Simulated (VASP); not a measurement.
# LiH (R3m) in VASP: further runs, part 2 of 2

VASP 6.6.1. The steps go on from the part before.

### 3 Single point, LDA (all H atoms moved +0.150 Å, as atom 2 along Cartesian [1 1 1])

Input file INCAR:

```
SYSTEM = LiH
PREC     = Accurate       ! precision mode
ENCUT    = 520            ! plane-wave cutoff, eV
EDIFF    = 1E-6           ! SCF threshold, eV
ISMEAR   = 0              ! smearing method
SIGMA    = 0.05           ! smearing width, eV
LREAL    = .False.        ! projectors in reciprocal space
LASPH    = .True.         ! aspherical terms in the spheres
NELM     = 80             ! most SCF steps
ALGO     = Normal         ! electronic algorithm
ISIF     = 2              ! what is computed and relaxed
LWAVE    = .False.        ! write WAVECAR
LCHARG   = .False.        ! write CHGCAR
GGA      = CA             ! functional
NBANDS   = 9              ! bands
```

Input file KPOINTS:

```
Automatic mesh
0
Gamma
  10 10 10
  0 0 0
```

Input file POSCAR:

```
LiH
1.0
    0.0000000000      2.0325000000      2.0325000000
    2.0325000000      0.0000000000      2.0325000000
    2.0325000000      2.0325000000      0.0000000000
Li H
1 1
Direct
    0.0000000000      0.0000000000      0.0000000000
    0.5213044380      0.5213044380      0.5213044380
```

Potentials or basis: VASP PAW LDA potentials, release 64 (Li_sv, H).

Command:

```bash
> cat potpaw_LDA.64/Li_sv/POTCAR potpaw_LDA.64/H/POTCAR > POTCAR
> mpirun -np 1 vasp_std > vasp.out
```

OUTCAR:

```text
SYSTEM = LiH
   PREC = Accurate
   ENCUT = 520
   EDIFF = 1E-6
   ISMEAR = 0
   LREAL = .False.
   LASPH = .True.
   NELM = 80
   ISIF = 2
   GGA = CA

 ion  position               nearest neighbor table
   1  0.000  0.000  0.000-
   2  0.521  0.521  0.521-

  LATTYP: Found a face centered cubic cell.
 ALAT       =     4.0650000000

  Lattice vectors:

 A1 = (   0.0000000000,   2.0325000000,   2.0325000000)
[... 472 lines left out ...]

 [... further k-points ...]

------------------------ aborting loop because EDIFF is reached ----------------------------------------

  FORCE on cell =-STRESS in cart. coord.  units (eV):
  Direction    XX          YY          ZZ          XY          YZ          ZX
  --------------------------------------------------------------------------------------
  -------------------------------------------------------------------------------------
  Total       -0.3977569     -0.3977569     -0.3977569     -0.0051408     -0.0051408     -0.0051408
  in kB      -37.9495530    -37.9495530    -37.9495530     -0.4904746     -0.4904746     -0.4904746
  external PRESSURE =     -37.9495530 kB  Pullay stress =       0.0000000 kB

 VOLUME and BASIS-vectors are now :
 -----------------------------------------------------------------------------
  energy-cutoff  :      520.00
  volume of cell :       16.79
      direct lattice vectors                 reciprocal lattice vectors
     0.000000000  2.032500000  2.032500000    -0.246002460  0.246002460  0.246002460
     2.032500000  0.000000000  2.032500000     0.246002460 -0.246002460  0.246002460
     2.032500000  2.032500000  0.000000000     0.246002460  0.246002460 -0.246002460

 POSITION                                       TOTAL-FORCE (eV/Angst)
 -----------------------------------------------------------------------------------
      0.00000      0.00000      0.00000         0.079500      0.079500      0.079500
      2.11910      2.11910      2.11910        -0.079500     -0.079500     -0.079500
 -----------------------------------------------------------------------------------
    total drift:                               -0.000001     -0.000001     -0.000001

  FREE ENERGIE OF THE ION-ELECTRON SYSTEM (eV)
  ---------------------------------------------------
  free  energy   TOTEN  =        -6.4616550836 eV

  energy  without entropy=       -6.4616550836  energy(sigma->0) =       -6.46165508
```

OSZICAR:

```text
N       E                     dE             d eps       ncg     rms          rms(c)
DAV:   1    -0.208590282631E+01   -0.20859E+01   -0.13545E+03  2136   0.388E+02
DAV:   2    -0.664542585279E+01   -0.45595E+01   -0.45406E+01  2919   0.549E+01
DAV:   3    -0.671691730692E+01   -0.71491E-01   -0.71471E-01  2569   0.550E+00
DAV:   4    -0.671721265734E+01   -0.29535E-03   -0.29529E-03  2922   0.342E-01
DAV:   5    -0.671721406321E+01   -0.14059E-05   -0.14059E-05  2591   0.169E-02    0.280E+00
DAV:   6    -0.652413844202E+01    0.19308E+00   -0.17619E-01  2325   0.119E+00    0.136E+00
DAV:   7    -0.646089411815E+01    0.63244E-01   -0.20104E-01  2513   0.140E+00    0.200E-01
DAV:   8    -0.646171150995E+01   -0.81739E-03   -0.40620E-03  2318   0.436E-01    0.440E-02
DAV:   9    -0.646165512828E+01    0.56382E-04   -0.19324E-04  2790   0.506E-02    0.639E-03
DAV:  10    -0.646165508356E+01    0.44719E-07   -0.51884E-06  2440   0.168E-02
   1 F= -.64616551E+01 E0= -.64616551E+01  d E =-.147822E-18
```

Run time: 8 s. Hardware: 1 thread of Intel Xeon Platinum 8259CL at 2.50GHz (Skylake/Cascade Lake), shared host; peak memory 0.13 GiB.

Results:

* Free energy: -6.4617 eV
* Largest force: 0.138 eV/Å
* Band gap on the k mesh: 2.78 eV

Forces in eV/Å, atoms in the order of the input:
```
Li   0.080  0.080  0.080
H   -0.080 -0.080 -0.080
```

Levels at points of the mesh, in eV from the valence-band top:
```csv
k point,band 1,band 2,band 3,band 4,band 5,band 6
"(0.00, 0.00, 0.00)",-43.43,-5.33,15.17,17.04,17.04,17.66
"(0.50, 0.00, 0.00)",-43.39,-2.59,4.59,13.25,15.60,15.65
"(0.50, 0.50, 0.50)",-43.39,-2.54,4.48,13.35,15.65,15.65
"(0.50, 0.50, 0.00)",-43.38,0.00,2.78,10.25,10.25,13.44
```

Caveat: the cell differs from its parent crystal (all H atoms moved +0.150 Å, as atom 2 along Cartesian [1 1 1]); the cutoff is under 1.25 times the usual one of these potentials, so pressure, stress and relaxed cells hold a basis-set (Pulay) error. A k mesh can miss the band edges.

### 4 Single point, LDA (all H atoms moved +0.175 Å, as atom 2 along Cartesian [1 1 1])

Input file INCAR:

```
PREC = Accurate
ENCUT = 520
EDIFF = 1E-6
ISMEAR = 0
SIGMA = 0.05
LREAL = False
LASPH = True
NELM = 80
ALGO = Normal
ISIF = 2
LWAVE = False
LCHARG = False
NBANDS = 9
```

Input file KPOINTS:

```
regular mesh
0
Gamma
  10 10 10
```

Edit POSCAR of step 3 so:

```diff
@@ -9,2 +9,2 @@
     0.0000000000      0.0000000000      0.0000000000
-    0.5213044380      0.5213044380      0.5213044380
+    0.5248551776      0.5248551776      0.5248551776
```

Command:

```bash
> cat potpaw_LDA.64/Li_sv/POTCAR potpaw_LDA.64/H/POTCAR > POTCAR
> mpirun -np 1 vasp_std > vasp.out
```

Run time: 7.6 s. Hardware: 1 thread of Intel Xeon Platinum 8259CL at 2.50GHz (Skylake/Cascade Lake), shared host; peak memory 0.13 GiB.

The run converged. Its results:

```yaml
Free_energy: -6.4579 eV
Largest_force: 0.160 eV/Å
Band_gap_on_the_k_mesh: 2.83 eV
```

Forces on the atoms (eV/Å):
```
Li   0.093  0.093  0.093
H   -0.093 -0.093 -0.093
```

Levels at points of the mesh, in eV from the valence-band top:
```tsv
k point	band 1	band 2	band 3	band 4	band 5
(0.00, 0.00, 0.00)	-43.41	-5.31	15.08	17.06	17.06
(0.50, 0.00, 0.00)	-43.37	-2.57	4.61	13.28	15.59
(0.50, 0.50, 0.50)	-43.37	-2.50	4.45	13.41	15.66
(0.50, 0.50, 0.00)	-43.35	0.00	2.83	10.26	10.27
```

Caveat: the cell differs from its parent crystal (all H atoms moved +0.175 Å, as atom 2 along Cartesian [1 1 1]); the cutoff is under 1.25 times the usual one of these potentials, so pressure, stress and relaxed cells hold a basis-set (Pulay) error. A k mesh can miss the band edges.

### 5 The runs side by side

| cell | gap on the mesh (eV) | largest force (eV/Å) |
| --- | --- | --- |
| as given, atomic positions A | 2.88 | 0.18 |
| as given, atomic positions B | 2.78 | 0.14 |
| as given, atomic positions C | 2.83 | 0.16 |

Alike in all rows: task single point; level LDA; potentials or basis VASP PAW LDA potentials, release 64 (Li_sv, H); no spin polarisation; k mesh 10 × 10 × 10; cutoff (eV) 520; smearing gaussian 0.05 eV.

Caveats: the cutoff is under 1.25 times the usual one of these potentials, so pressure, stress and relaxed cells hold a basis-set (Pulay) error.

Total energies depend on the potentials used, so only differences within one code and one set of settings carry meaning.
